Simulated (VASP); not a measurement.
# Sn in VASP: notebook

Runs on Sn. Level: PBE+D3(BJ). Tasks: single point.

Program: VASP 6.6.1. These are calculated values, not measurements. Logs are shortened: lines on timing, memory, paths and dates and some standing lists are left out, and cuts for length are marked.

**1. The cell of the first run**

The cell holds a slab with vacuum, 2 atoms: a = 4.718 Å, b = 4.718 Å, c = 28.000 Å, α = 90.00°, β = 90.00°, γ = 120.00°.

**2. Single point, PBE+D3(BJ)**

The input, INCAR:

```
PREC = Accurate
ENCUT = 520
EDIFF = 1E-6
ISMEAR = 0
SIGMA = 0.1
LREAL = F
LASPH = T
NELM = 60
ALGO = Normal
ISIF = 2
LWAVE = F
LCHARG = F
LDIPOL = T
IDIPOL = 3
DIPOL = 0.5 0.5 0.500
GGA = PE
IVDW = 12
NBANDS = 21
```

The input, KPOINTS:

```
Automatic mesh
0
Gamma
  6 6 1
```

The input, POSCAR:

```
Sn
1.0
    4.7178164441      0.0000000000      0.0000000000
   -2.3589082220      4.0857488910      0.0000000000
    0.0000000000      0.0000000000     28.0000000000
Sn
2
Direct
    0.3333333333      0.6666666667      0.5099285714
    0.6666666667      0.3333333333      0.4900714286
```

Potentials or basis: VASP PAW PBE potentials, release 64 (Sn_d).

The run is started by

```
cat potpaw_PBE.64/Sn_d/POTCAR > POTCAR
mpirun -np 1 vasp_std > vasp.out
```

OUTCAR:

```text
PREC = Accurate
   ENCUT = 520
   EDIFF = 1E-6
   ISMEAR = 0
   LREAL = F
   LASPH = T
   NELM = 60
   ISIF = 2
   GGA = PE
   IVDW = 12
 IVDW          = 12

 ion  position               nearest neighbor table
   1  0.333  0.667  0.510-   2 2.78   2 2.78   2 2.78
   2  0.667  0.333  0.490-   1 2.78   1 2.78   1 2.78

  LATTYP: Found a hexagonal cell.
 ALAT       =     4.7178164441
 C/A-ratio  =     5.9349490027

  Lattice vectors:

 A1 = (   4.7178164441,   0.0000000000,   0.0000000000)
 A2 = (  -2.3589082220,   4.0857488910,   0.0000000000)
 A3 = (   0.0000000000,   0.0000000000,  28.0000000000)

Analysis of symmetry for initial positions (statically):
=====================================================================
 Subroutine PRICEL returns:
 Original cell was already a primitive cell.

 Routine SETGRP: Setting up the symmetry group for a
 hexagonal supercell.

 Subroutine GETGRP returns: Found 12 space group operations
 (whereof 12 operations were pure point group operations)
 out of a pool of 24 trial point group operations.

The static configuration has the point symmetry D_3d.

Analysis of symmetry for dynamics (positions and initial velocities):
=====================================================================
 Subroutine PRICEL returns:
 Original cell was already a primitive cell.

 Routine SETGRP: Setting up the symmetry group for a
 hexagonal supercell.

 Subroutine GETGRP returns: Found 12 space group operations
 (whereof 12 operations were pure point group operations)
 out of a pool of 24 trial point group operations.

The dynamic configuration has the point symmetry D_3d.

 Subroutine INISYM returns: Found 12 space group operations
 (whereof 12 operations are pure point group operations),
 and found     1 'primitive' translations

----------------------------------------------------------------------------------------

                                     Primitive cell

  volume of cell :     539.7228

  direct lattice vectors                    reciprocal lattice vectors
     4.717816444  0.000000000  0.000000000     0.211962464  0.122376586  0.000000000
    -2.358908222  4.085748891  0.000000000     0.000000000  0.244753172  0.000000000
     0.000000000  0.000000000 28.000000000     0.000000000  0.000000000  0.035714286

  length of vectors
     4.717816444  4.717816444 28.000000000     0.244753172  0.244753172  0.035714286

  position of ions in fractional coordinates (direct lattice)
     0.333333333  0.666666667  0.509928571
     0.666666667  0.333333333  0.490071429

  ion indices of the primitive-cell ions
   primitive index   ion index
                 1           1
                 2           2

----------------------------------------------------------------------------------------

 KPOINTS: Automatic mesh

Automatic generation of k-mesh.
 Grid dimensions read from file:
 generate k-points for:    6    6    1

 Generating k-lattice:

  Cartesian coordinates                     Fractional coordinates (reciprocal lattice)
     0.035327077  0.020396098  0.000000000     0.166666667  0.000000000  0.000000000
     0.000000000  0.040792195  0.000000000     0.000000000  0.166666667  0.000000000
     0.000000000  0.000000000  0.035714286     0.000000000  0.000000000  1.000000000

  Length of vectors
     0.040792195  0.040792195  0.035714286

  Shift w.r.t. Gamma in fractional coordinates (k-lattice)
     0.000000000  0.000000000  0.000000000

 Subroutine IBZKPT returns following result:
 ===========================================

 Found      7 irreducible k-points:

 Following reciprocal coordinates:
            Coordinates               Weight
  0.000000  0.000000  0.000000      1.000000
  0.166667  0.000000  0.000000      6.000000
  0.333333  0.000000  0.000000      6.000000
  0.500000  0.000000  0.000000      3.000000
  0.166667  0.166667  0.000000      6.000000
  0.333333  0.166667  0.000000     12.000000
  0.333333  0.333333  0.000000      2.000000
   k-points           NKPTS =      7   k-points in BZ     NKDIM =      7   number of bands    NBANDS=     21
   number of dos      NEDOS =    301   number of ions     NIONS =      2
   total plane-waves  NPLWV = 272160
   dimension x,y,z NGX =    36 NGY =   36 NGZ =  210
   dimension x,y,z NGXF=    72 NGYF=   72 NGZF=  420
   ions per type =               2
   NGX,Y,Z   is equivalent  to a cutoff of  12.69, 12.69, 12.47 a.u.
   NGXF,Y,Z  is equivalent  to a cutoff of  25.37, 25.37, 24.94 a.u.
 SYSTEM =  unknown system
   PREC   = accura    normal or accurate (medium, high low for compatibility)
   ISTART =      0    job   : 0-new  1-cont  2-samecut
   ICHARG =      2    charge: 1-file 2-atom 10-const
   ISPIN  =      1    spin polarized calculation?
   LNONCOLLINEAR =      F non collinear calculations
   LSORBIT =      F    spin-orbit coupling
   LASPH  =      T    aspherical Exc in radial PAW
   ENCUT  =  520.0 eV  38.22 Ry    6.18 a.u.   8.77  8.77 52.06*2*pi/ulx,y,z
   NELM   =     60;   NELMIN=  2; NELMDL= -5     # of ELM steps
   EDIFF  = 0.1E-05   stopping-criterion for ELM
   LREAL  =      F    real-space projection
   EDIFFG = 0.1E-04   stopping-criterion for IOM
   NSW    =      0    number of steps for IOM
   IBRION =     -1    ionic relax: 0-MD 1-quasi-New 2-CG
   NFREE  =      0    steps in history (QN), initial steepest desc. (CG)
   ISIF   =      2    stress and relaxation
   ISYM   =      2    0-nonsym 1-usesym 2-fastsym
   POTIM  = 0.5000    time-step for ionic-motion
   TEBEG  =    0.0;   TEEND  =   0.0 temperature during run
   PSTRESS=    0.0 pullay stress
   NELECT =      28.0000    total number of electrons
   NUPDOWN=      -1.0000    fix difference up-down
   EMIN   =  10.00;   EMAX   =-10.00  energy-range for DOS
   EFERMI =   0.00;   METHOD = LEGACY
   ISMEAR =     0;   SIGMA  =   0.10  broadening in eV -4-tet -1-fermi 0-gaus
   EFERMI_NEDOS =   21; number of points for ismear=-14 and -15
   IALGO  =     38    algorithm
   IMIX   =      4    mixing-type and parameters
     AMIX     =   0.40;   BMIX     =  1.00
     AMIX_MAG =   1.60;   BMIX_MAG =  1.00
  volume/ion in A,a.u.               =     269.86      1821.11
  Fermi-wavevector in a.u.,A,eV,Ry     =   0.610573  1.153815  5.072236  0.372799
  Thomas-Fermi vector in A             =   1.666182
   LORBIT       =      0    0 simple, 1 ext, 2 COOP (PROOUT), +10 PAW based schemes
   GGA     = PE    functional components
   LHFCALC =     F    Hartree Fock is set to
   AEXX    =    0.0000 exact exchange contribution
   IVDW    =    12    specifies the selected vdW correction
   LEPSILON=     F    determine dielectric tensor
   LRPA    =     F    only Hartree local field effects (RPA)
 non-spin polarized calculation
 Gauss-broadening in eV      SIGMA  =   0.10
  energy-cutoff  :      520.00
  volume of cell :      539.72
 maximum number of plane-waves:     14551
 NGX is ok and might be reduce to    36
   NGX = 17   NGY = 17   NGZ =105

 number of electron      28.0000022 magnetization

 dipolmoment           0.000000      0.000000     -0.000000 electrons x Angstroem

 Free energy of the ion-electron system (eV)
  ---------------------------------------------------
  ext. energy  EPLUGINS =         0.00000000
  ---------------------------------------------------
  free energy    TOTEN  =        -6.72362232 eV

  energy without entropy =       -6.71862894  energy(sigma->0) =       -6.72112563

 E-fermi :  -2.9782     XC(G=0):  -1.6025

 val. band max:       -3.6850847679   @ k =   0.0000   0.0000   0.0000
 cond. band min:      -2.9305370987   @ k =   0.3333   0.3333   0.0000
 fundamental gap:      0.7545476692
 Fermi energy:        -2.9782307116

 k-point     1 :       0.0000    0.0000    0.0000
  band No.  band energies     occupation
      1     -24.6487      2.00000
      2     -24.6487      2.00000
      3     -24.6196      2.00000
      4     -24.5884      2.00000
      5     -24.5884      2.00000
      6     -24.4147      2.00000
[... 13 lines left out ...]
     20       1.2033      0.00000
     21       1.4561      0.00000

 k-point     2 :       0.1667    0.0000    0.0000
  band No.  band energies     occupation
      1     -24.6767      2.00000
      2     -24.6747      2.00000
      3     -24.6326      2.00000
      4     -24.5706      2.00000
      5     -24.5595      2.00000
      6     -24.4121      2.00000
[... 13 lines left out ...]
     20       1.2557      0.00000
     21       1.5699      0.00000

 k-point     3 :       0.3333    0.0000    0.0000
  band No.  band energies     occupation
      1     -24.7113      2.00000
      2     -24.7060      2.00000
      3     -24.6524      2.00000
      4     -24.5605      2.00000
      5     -24.5238      2.00000
      6     -24.4422      2.00000
[... 13 lines left out ...]
     20       2.3402      0.00000
     21       2.3405      0.00000

 k-point     4 :       0.5000    0.0000    0.0000
  band No.  band energies     occupation
      1     -24.7246      2.00000
      2     -24.7180      2.00000
      3     -24.6606      2.00000
      4     -24.5608      2.00000
      5     -24.5095      2.00000
      6     -24.4571      2.00000
[... 13 lines left out ...]
     20       2.8935      0.00000
     21       3.2045      0.00000

 k-point     5 :       0.1667    0.1667    0.0000
  band No.  band energies     occupation
      1     -24.7185      2.00000
      2     -24.6857      2.00000
      3     -24.6473      2.00000
      4     -24.5625      2.00000
      5     -24.5239      2.00000
      6     -24.4347      2.00000
[... 13 lines left out ...]
     20       2.0452      0.00000
     21       2.1427      0.00000

 k-point     6 :       0.3333    0.1667    0.0000
  band No.  band energies     occupation
      1     -24.7549      2.00000
      2     -24.6869      2.00000
      3     -24.6598      2.00000
      4     -24.5595      2.00000
      5     -24.4949      2.00000
      6     -24.4596      2.00000
[... 13 lines left out ...]
     20       2.8241      0.00000
     21       3.0327      0.00000

 k-point     7 :       0.3333    0.3333    0.0000
  band No.  band energies     occupation
      1     -24.7763      2.00000
      2     -24.6689      2.00000
      3     -24.6689      2.00000
      4     -24.5577      2.00000
      5     -24.4709      2.00000
      6     -24.4709      2.00000
[... 13 lines left out ...]
     20       2.7680      0.00000
     21       2.7680      0.00000

------------------------ aborting loop because EDIFF is reached ----------------------------------------

 vacuum level on the upper side and lower side of the slab       (xc-potential included)        -0.006        -0.006

 Edisp (eV)   -0.30792

 E8    (eV) :    -0.1583

  FORCE on cell =-STRESS in cart. coord.  units (eV):
  Direction    XX          YY          ZZ          XY          YZ          ZX
  --------------------------------------------------------------------------------------
  -------------------------------------------------------------------------------------
  Total       0.16825     0.16825     0.23232     0.00000    -0.00000     0.00000
  in kB       0.49945     0.49945     0.68965     0.00000    -0.00000     0.00000
  external pressure =        0.56 kB  Pullay stress =        0.00 kB

 VOLUME and BASIS-vectors are now :
 -----------------------------------------------------------------------------
  energy-cutoff  :      520.00
  volume of cell :      539.72
      direct lattice vectors                 reciprocal lattice vectors
     4.717816444  0.000000000  0.000000000     0.211962464  0.122376586  0.000000000
    -2.358908222  4.085748891  0.000000000     0.000000000  0.244753172  0.000000000
     0.000000000  0.000000000 28.000000000     0.000000000  0.000000000  0.035714286

 POSITION                                       TOTAL-FORCE (eV/Angst)
 -----------------------------------------------------------------------------------
     -0.00000      2.72383     14.27800         0.000000     -0.000000      0.456289
      2.35891      1.36192     13.72200        -0.000000      0.000000     -0.456289
 -----------------------------------------------------------------------------------
    total drift:                                0.000000     -0.000000      0.000000

  FREE ENERGIE OF THE ION-ELECTRON SYSTEM (eV)
  ---------------------------------------------------
  free  energy   TOTEN  =        -7.0315400970 eV

  energy  without entropy=       -7.0265467199  energy(sigma->0) =       -7.02904341

 vacuum level on the upper side and lower side of the slab         1.249         1.249
```

Wall time 3.3 min (1 thread of Intel Xeon 8259CL, shared host); peak memory 0.6 GiB.

What came out:

```
Free energy                : -7.0315 eV
Largest force              : 0.456 eV/Å
Band gap on the k mesh     : zero (bands 14 and 15 overlap by 0.75 eV)
Dispersion energy per atom : -0.154 eV
```

Forces on the atoms (eV/Å):
```
Sn   0.000  0.000  0.456
Sn   0.000  0.000 -0.456
```

Caveat: spin-orbit coupling is left out, which moves the levels of the heavy elements.

**3. Single point, PBE+D3(BJ)**

This run uses another cell than the first one.

The input, INCAR:

```
  ALGO = Normal
  DIPOL = 0.5 0.5 0.500
  EDIFF = 1E-6
  ENCUT = 520
  GGA = PE
  IDIPOL = 3
  ISIF = 2
  ISMEAR = 0
  IVDW = 12
  LASPH = T
  LCHARG = F
  LDIPOL = T
  LREAL = F
  LWAVE = F
  NBANDS = 21
  NELM = 60
  PREC = Accurate
  SIGMA = 0.1
```

The input, KPOINTS:

```
k-points
0
Gamma
  12 12 1
```

The input, POSCAR:

```
Sn
1.0
    4.6405183020      0.0000000000      0.0000000000
   -2.3202591510      4.0188067363      0.0000000000
    0.0000000000      0.0000000000     28.0000000000
Sn
2
Direct
    0.3333333333      0.6666666667      0.5154048784
    0.6666666667      0.3333333333      0.4845951216
```

Potentials or basis: VASP PAW PBE potentials, release 64 (Sn_d).

The run is started by

```
cat potpaw_PBE.64/Sn_d/POTCAR > POTCAR
mpirun -np 1 vasp_std > vasp.out
```

It took 8.4 min on 1 thread of Intel Xeon 8259CL, shared host; peak memory 0.64 GiB.

It converged, with:

- Free energy: -7.1297 eV
- Largest force: 0.006 eV/Å
- Band gap on the k mesh: zero (filled and empty bands touch)
- Dispersion energy per atom: -0.159 eV

Forces on the atoms (eV/Å):
```
Sn   0.000  0.000  0.006
Sn   0.000  0.000 -0.006
```

Levels at points of the mesh, in eV from the Fermi level:
```tsv
k point	band 12	band 13	band 14	band 15	band 16	band 17
(0.00, 0.00, 0.00)	-3.14	-0.19	-0.19	0.35	2.03	3.31
(0.50, 0.00, 0.00)	-6.16	-1.45	-0.97	0.59	1.58	4.60
```

Caveat: spin-orbit coupling is left out, which moves the levels of the heavy elements.

**4. Single point, PBE+D3(BJ)**

The input, INCAR:

```
PREC = Accurate
ENCUT = 520
EDIFF = 1E-6
ISMEAR = 0
SIGMA = 0.1
LREAL = F
LASPH = T
NELM = 60
ALGO = Normal
ISIF = 2
LWAVE = F
LCHARG = F
LDIPOL = T
IDIPOL = 3
DIPOL = 0.5 0.5 0.500
GGA = PE
IVDW = 12
NBANDS = 21
```

The input, KPOINTS:

```
Automatic mesh
0
Gamma
  12 12 1
```

The input, POSCAR:

```
Sn
1.0
    4.7178164441      0.0000000000      0.0000000000
   -2.3589082220      4.0857488910      0.0000000000
    0.0000000000      0.0000000000     28.0000000000
Sn
2
Direct
    0.3333333333      0.6666666667      0.5099285714
    0.6666666667      0.3333333333      0.4900714286
```

The run is started by

```
cat potpaw_PBE.64/Sn_d/POTCAR > POTCAR
mpirun -np 1 vasp_std > vasp.out
```

Wall time 7.8 min (1 thread of Intel Xeon 8259CL, shared host); peak memory 0.65 GiB.

The run converged. Its results:

```
Free energy                : -7.0344 eV
Largest force              : 0.551 eV/Å
Band gap on the k mesh     : zero (bands 14 and 15 overlap by 0.78 eV)
Dispersion energy per atom : -0.154 eV
```

Forces in eV/Å, atoms in the order of the input:
```
Sn   0.000  0.000  0.551
Sn   0.000  0.000 -0.551
```

Levels at points of the mesh, in eV from the Fermi level:
```
           k point  band 11  band 12  band 13  band 14  band 15  band 16  band 17  band 18
(0.00, 0.00, 0.00)    -9.66    -2.83    -0.84    -0.84    -0.73     2.50     2.91     2.91
(0.50, 0.00, 0.00)    -8.13    -6.59    -2.05    -0.86     0.71     0.88     4.85     5.42
```

Caveat: spin-orbit coupling is left out, which moves the levels of the heavy elements.

**5. Summary**

| cell | k mesh | gap on the mesh (eV) | largest force (eV/Å) |
| --- | --- | --- | --- |
| a = 4.718, b = 4.718, c = 28.000 Å, angles 90.0, 90.0, 120.0°, 2 atoms, atomic positions A | 6 × 6 × 1 | none | 0.46 |
| a = 4.641, b = 4.641, c = 28.000 Å, angles 90.0, 90.0, 120.0°, 2 atoms, atomic positions B | 12 × 12 × 1 | none | 0.01 |
| a = 4.718, b = 4.718, c = 28.000 Å, angles 90.0, 90.0, 120.0°, 2 atoms, atomic positions A | 12 × 12 × 1 | none | 0.55 |

Alike in all rows: task single point; level PBE+D3(BJ); potentials or basis VASP PAW PBE potentials, release 64 (Sn_d); no spin polarisation; cutoff (eV) 520; smearing gaussian 0.1 eV.

Caveats: spin-orbit coupling is left out, which moves the levels of the heavy elements.

Total energies depend on the potentials used, so only differences within one code and one set of settings carry meaning.
